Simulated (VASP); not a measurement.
# Mo (Fm-3m) in VASP: settings compared, part 2 of 2

VASP 6.6.1. Earlier steps stand in the parts before.

### 4 Single point, r2SCAN

File POSCAR:

```
Mo
1.0
    0.0000000000      2.0150000000      2.0150000000
    2.0150000000      0.0000000000      2.0150000000
    2.0150000000      2.0150000000      0.0000000000
Mo
1
Direct
    0.0000000000      0.0000000000      0.0000000000
```

File INCAR.step1:

```
  PREC = Accurate
  ENCUT = 520
  ISMEAR = 0
  SIGMA = 0.05
  LREAL = F
  LASPH = T
  NELM = 60
  NBANDS = 13
  GGA = PE
  ALGO = Normal
  EDIFF = 1E-4
  LWAVE = T
  LCHARG = F
```

File INCAR.step2:

```
  PREC = Accurate
  ENCUT = 520
  EDIFF = 1E-6
  ISMEAR = 0
  SIGMA = 0.05
  LREAL = F
  LASPH = T
  NELM = 60
  ALGO = Normal
  ISIF = 2
  LWAVE = F
  LCHARG = F
  METAGGA = R2SCAN
  LMIXTAU = T
  NBANDS = 13
  ISTART = 1
```

File KPOINTS:

```
Automatic mesh
0
Gamma
  14 14 14
```

Potentials or basis: VASP PAW PBE potentials, release 64 (Mo_sv).

Run with:

```console
cat potpaw_PBE.64/Mo_sv/POTCAR > POTCAR
cp INCAR.step1 INCAR
mpirun -np 1 vasp_std > vasp.out
cp INCAR.step2 INCAR
mpirun -np 1 vasp_std > vasp.out
```

OUTCAR:

```text
PREC = Accurate
   ENCUT = 520
   EDIFF = 1E-6
   ISMEAR = 0
   LREAL = F
   LASPH = T
   NELM = 60
   ISIF = 2
   METAGGA = R2SCAN
   ISTART = 1

 ion  position               nearest neighbor table
   1  0.000  0.000  0.000-

  LATTYP: Found a face centered cubic cell.
 ALAT       =     4.0300000000

  Lattice vectors:

 A1 = (   0.0000000000,   2.0150000000,   2.0150000000)
 A2 = (   2.0150000000,   0.0000000000,   2.0150000000)
 A3 = (   2.0150000000,   2.0150000000,   0.0000000000)

Analysis of symmetry for initial positions (statically):
[... 5 lines left out ...]
 face centered cubic supercell.

 Subroutine GETGRP returns: Found 48 space group operations
 (whereof 48 operations were pure point group operations)
 out of a pool of 48 trial point group operations.

The static configuration has the point symmetry O_h .

Analysis of symmetry for dynamics (positions and initial velocities):
[... 5 lines left out ...]
 face centered cubic supercell.

 Subroutine GETGRP returns: Found 48 space group operations
 (whereof 48 operations were pure point group operations)
 out of a pool of 48 trial point group operations.

The dynamic configuration has the point symmetry O_h .

 Subroutine INISYM returns: Found 48 space group operations
 (whereof 48 operations are pure point group operations),
 and found     1 'primitive' translations

----------------------------------------------------------------------------------------

                                     Primitive cell

  volume of cell :      16.3627

  direct lattice vectors                    reciprocal lattice vectors
     0.000000000  2.015000000  2.015000000    -0.248138958  0.248138958  0.248138958
     2.015000000  0.000000000  2.015000000     0.248138958 -0.248138958  0.248138958
     2.015000000  2.015000000  0.000000000     0.248138958  0.248138958 -0.248138958

  length of vectors
     2.849640328  2.849640328  2.849640328     0.429789282  0.429789282  0.429789282

  position of ions in fractional coordinates (direct lattice)
     0.000000000  0.000000000  0.000000000

  ion indices of the primitive-cell ions
   primitive index   ion index
                 1           1

----------------------------------------------------------------------------------------

 KPOINTS: Automatic mesh

Automatic generation of k-mesh.
 Grid dimensions read from file:
 generate k-points for:   14   14   14

 Generating k-lattice:

  Cartesian coordinates                     Fractional coordinates (reciprocal lattice)
    -0.017724211  0.017724211  0.017724211     0.071428571  0.000000000  0.000000000
     0.017724211 -0.017724211  0.017724211     0.000000000  0.071428571  0.000000000
     0.017724211  0.017724211 -0.017724211     0.000000000  0.000000000  0.071428571

  Length of vectors
     0.030699234  0.030699234  0.030699234

  Shift w.r.t. Gamma in fractional coordinates (k-lattice)
     0.000000000  0.000000000  0.000000000

 Subroutine IBZKPT returns following result:
 ===========================================

 Found    104 irreducible k-points:

 Following reciprocal coordinates:
            Coordinates               Weight
  0.000000  0.000000  0.000000      1.000000
  0.071429  0.000000  0.000000      8.000000
  0.142857  0.000000  0.000000      8.000000
  0.214286  0.000000  0.000000      8.000000
  0.285714  0.000000  0.000000      8.000000
  0.357143  0.000000  0.000000      8.000000
[... 16 lines left out ...]
  0.214286  0.142857  0.000000     24.000000
  0.285714  0.142857  0.000000     24.000000
 [... further k-points ...]
   k-points           NKPTS =    104   k-points in BZ     NKDIM =    104   number of bands    NBANDS=     13
   number of dos      NEDOS =    301   number of ions     NIONS =      1
   total plane-waves  NPLWV =  13824
   dimension x,y,z NGX =    24 NGY =   24 NGZ =   24
   dimension x,y,z NGXF=    48 NGYF=   48 NGZF=   48
   ions per type =               1
   NGX,Y,Z   is equivalent  to a cutoff of  14.00, 14.00, 14.00 a.u.
   NGXF,Y,Z  is equivalent  to a cutoff of  28.00, 28.00, 28.00 a.u.
 SYSTEM =  unknown system
   PREC   = accura    normal or accurate (medium, high low for compatibility)
   ISTART =      1    job   : 0-new  1-cont  2-samecut
   ICHARG =      0    charge: 1-file 2-atom 10-const
   ISPIN  =      1    spin polarized calculation?
   LNONCOLLINEAR =      F non collinear calculations
   LSORBIT =      F    spin-orbit coupling
   LASPH  =      T    aspherical Exc in radial PAW
   ENCUT  =  520.0 eV  38.22 Ry    6.18 a.u.   5.30  5.30  5.30*2*pi/ulx,y,z
   NELM   =     60;   NELMIN=  2; NELMDL=  0     # of ELM steps
   EDIFF  = 0.1E-05   stopping-criterion for ELM
   LREAL  =      F    real-space projection
   EDIFFG = 0.1E-04   stopping-criterion for IOM
   NSW    =      0    number of steps for IOM
   IBRION =     -1    ionic relax: 0-MD 1-quasi-New 2-CG
   NFREE  =      0    steps in history (QN), initial steepest desc. (CG)
   ISIF   =      2    stress and relaxation
   ISYM   =      2    0-nonsym 1-usesym 2-fastsym
   POTIM  = 0.5000    time-step for ionic-motion
   TEBEG  =    0.0;   TEEND  =   0.0 temperature during run
   PSTRESS=    0.0 pullay stress
   NELECT =      14.0000    total number of electrons
   NUPDOWN=      -1.0000    fix difference up-down
   EMIN   =  10.00;   EMAX   =-10.00  energy-range for DOS
   EFERMI =   0.00;   METHOD = LEGACY
   ISMEAR =     0;   SIGMA  =   0.05  broadening in eV -4-tet -1-fermi 0-gaus
   EFERMI_NEDOS =   21; number of points for ismear=-14 and -15
   IALGO  =     38    algorithm
   IMIX   =      4    mixing-type and parameters
     AMIX     =   0.40;   BMIX     =  1.00
     AMIX_MAG =   1.60;   BMIX_MAG =  1.00
  volume/ion in A,a.u.               =      16.36       110.42
  Fermi-wavevector in a.u.,A,eV,Ry     =   1.554172  2.936960 32.864208  2.415451
  Thomas-Fermi vector in A             =   2.658297
   LORBIT       =      0    0 simple, 1 ext, 2 COOP (PROOUT), +10 PAW based schemes
   METAGGA = R2SCAN    functional components
   LHFCALC =     F    Hartree Fock is set to
   AEXX    =    0.0000 exact exchange contribution
   IVDW    =     0    specifies the selected vdW correction
   LEPSILON=     F    determine dielectric tensor
   LRPA    =     F    only Hartree local field effects (RPA)
 non-spin polarized calculation
 Gauss-broadening in eV      SIGMA  =   0.05
  energy-cutoff  :      520.00
  volume of cell :       16.36
 maximum number of plane-waves:       459
 NGX is ok and might be reduce to    24
   NGX = 11   NGY = 11   NGZ = 11

 number of electron      14.0000001 magnetization

 Free energy of the ion-electron system (eV)
  ---------------------------------------------------
  ext. energy  EPLUGINS =         0.00000000
  ---------------------------------------------------
  free energy    TOTEN  =       -25.58745395 eV

  energy without entropy =      -25.58639516  energy(sigma->0) =      -25.58692456

 E-fermi :  11.3952     XC(G=0): -14.3261

 val. band max:       11.3666573148   @ k =   0.2143   0.1429   0.0714
 cond. band min:      11.3977382929   @ k =  -0.4286   0.4286   0.1429
 fundamental gap:      0.0310809781
 Fermi energy:        11.3952342623

 k-point     1 :       0.0000    0.0000    0.0000
  band No.  band energies     occupation
      1     -51.2460      2.00000
      2     -23.8488      2.00000
      3     -23.8488      2.00000
      4     -23.8488      2.00000
      5       4.3339      2.00000
      6      10.6969      2.00000
      7      10.6969      2.00000
      8      10.6969      2.00000
      9      13.5391      0.00000
     10      13.5391      0.00000
     11      24.9972      0.00000
     12      30.6420      0.00000
     13      30.6420      0.00000

 k-point     2 :       0.0714    0.0000    0.0000
  band No.  band energies     occupation
      1     -51.2349      2.00000
      2     -23.9176      2.00000
      3     -23.8573      2.00000
      4     -23.8573      2.00000
      5       4.5473      2.00000
      6      10.5498      2.00000
      7      10.7920      2.00000
      8      10.7920      2.00000
      9      13.4641      0.00000
     10      13.4641      0.00000
     11      25.4042      0.00000
[... 339 lines left out ...]
 k-point    24 :       0.2857    0.1429    0.0000
  band No.  band energies     occupation
      1     -51.1113      2.00000
      2     -24.5123      2.00000
      3     -24.0253      2.00000
      4     -24.0125      2.00000
      5       6.7541      2.00000
      6       9.1762      2.00000
      7      11.0146      2.00000
      8      11.7994      0.00000
      9      13.1646      0.00000
     10      14.4186      0.00000
     11      26.8709      0.00000
     12      29.0977      0.00000
     13      31.9094      0.00000

 [... further k-points ...]
[... 5 lines left out ...]
  --------------------------------------------------------------------------------------
  -------------------------------------------------------------------------------------
  Total       -0.6818095     -0.6818095     -0.6818095      0.0000000     -0.0000000      0.0000000
  in kB      -66.7603279    -66.7603279    -66.7603279      0.0000000     -0.0000000      0.0000000
  external PRESSURE =     -66.7603279 kB  Pullay stress =       0.0000000 kB

 VOLUME and BASIS-vectors are now :
 -----------------------------------------------------------------------------
  energy-cutoff  :      520.00
  volume of cell :       16.36
      direct lattice vectors                 reciprocal lattice vectors
     0.000000000  2.015000000  2.015000000    -0.248138958  0.248138958  0.248138958
     2.015000000  0.000000000  2.015000000     0.248138958 -0.248138958  0.248138958
     2.015000000  2.015000000  0.000000000     0.248138958  0.248138958 -0.248138958

 POSITION                                       TOTAL-FORCE (eV/Angst)
 -----------------------------------------------------------------------------------
      0.00000      0.00000      0.00000         0.000000      0.000000      0.000000
 -----------------------------------------------------------------------------------
    total drift:                                0.000000     -0.000000     -0.000000

  FREE ENERGIE OF THE ION-ELECTRON SYSTEM (eV)
  ---------------------------------------------------
  free  energy   TOTEN  =       -25.5874539510 eV

  energy  without entropy=      -25.5863951625  energy(sigma->0) =      -25.58692456
```

OUTCAR.step1:

```text
PREC = Accurate
   ENCUT = 520
   ISMEAR = 0
   LREAL = F
   LASPH = T
[... 600 lines left out ...]

 POSITION                                       TOTAL-FORCE (eV/Angst)
 -----------------------------------------------------------------------------------
      0.00000      0.00000      0.00000         0.000000     -0.000000      0.000000
 -----------------------------------------------------------------------------------
    total drift:                                0.000000      0.000000     -0.000000

  FREE ENERGIE OF THE ION-ELECTRON SYSTEM (eV)
  ---------------------------------------------------
  free  energy   TOTEN  =       -10.5093861529 eV

  energy  without entropy=      -10.5076722336  energy(sigma->0) =      -10.50852919
```

OSZICAR.step1:

```text
N       E                     dE             d eps       ncg     rms          rms(c)
DAV:   1     0.939207640904E+02    0.93921E+02   -0.79450E+03  2717   0.110E+03
DAV:   2    -0.987150107712E+01   -0.10379E+03   -0.10034E+03  3119   0.310E+02
DAV:   3    -0.111335924715E+02   -0.12621E+01   -0.12583E+01  2989   0.338E+01
DAV:   4    -0.111363882673E+02   -0.27958E-02   -0.27957E-02  3054   0.197E+00
DAV:   5    -0.111364068493E+02   -0.18582E-04   -0.18582E-04  3005   0.142E-01    0.127E+01
DAV:   6    -0.105827174837E+02    0.55369E+00   -0.72751E-01  2774   0.102E+01    0.332E+00
DAV:   7    -0.105130196901E+02    0.69698E-01   -0.12850E-01  3004   0.405E+00    0.838E-01
DAV:   8    -0.105093505119E+02    0.36692E-02   -0.38134E-03  2779   0.781E-01    0.151E-01
DAV:   9    -0.105093861529E+02   -0.35641E-04   -0.97496E-05  2022   0.125E-01
   1 F= -.10509386E+02 E0= -.10508529E+02  d E =-.171392E-02
```

It took 61 s on 1 thread of Intel Xeon Platinum 8375C at 2.90GHz (Ice Lake), shared host; peak memory 0.15 GiB.

What came out:

```yaml
Free_energy: -25.5875 eV
Pressure: -6.7 GPa
Band_gap_on_the_k_mesh: zero (band 7 reaches 15.41 eV, above the bottom of band 8 at 10.70 eV)
```

Levels at points of the mesh, in eV from the Fermi level:
```tsv
k point	band 4	band 5	band 6	band 7	band 8	band 9	band 10	band 11
(0.00, 0.00, 0.00)	-35.24	-7.06	-0.70	-0.70	-0.70	2.14	2.14	13.60
(0.50, 0.00, 0.00)	-35.41	-4.75	-0.81	-0.81	1.43	4.13	4.13	11.37
(0.50, 0.50, 0.00)	-35.71	-5.01	-4.39	4.01	4.17	4.66	4.66	12.97
```

Caveat: the PAW data sets were made with another functional, which shifts forces and pressure a little.

### 5 Summary

| level | cell | gap on the mesh (eV) | pressure (GPa) |
| --- | --- | --- | --- |
| PBE | a = 2.850 Å, angles 60.0°, 1 atom | none | -4.5 |
| PBE | a = 2.906 Å, angles 60.0°, 1 atom | none | -15.8 |
| r2SCAN | a = 2.850 Å, angles 60.0°, 1 atom | none | -6.7 |

Alike in all rows: task single point; potentials or basis VASP PAW PBE potentials, release 64 (Mo_sv); no spin polarisation; k mesh 14 × 14 × 14; cutoff (eV) 520; smearing gaussian 0.05 eV.

Caveats: the PAW data sets were made with another functional, which shifts forces and pressure a little (some runs).

Total energies depend on the potentials used, so only differences within one code and one set of settings carry meaning.
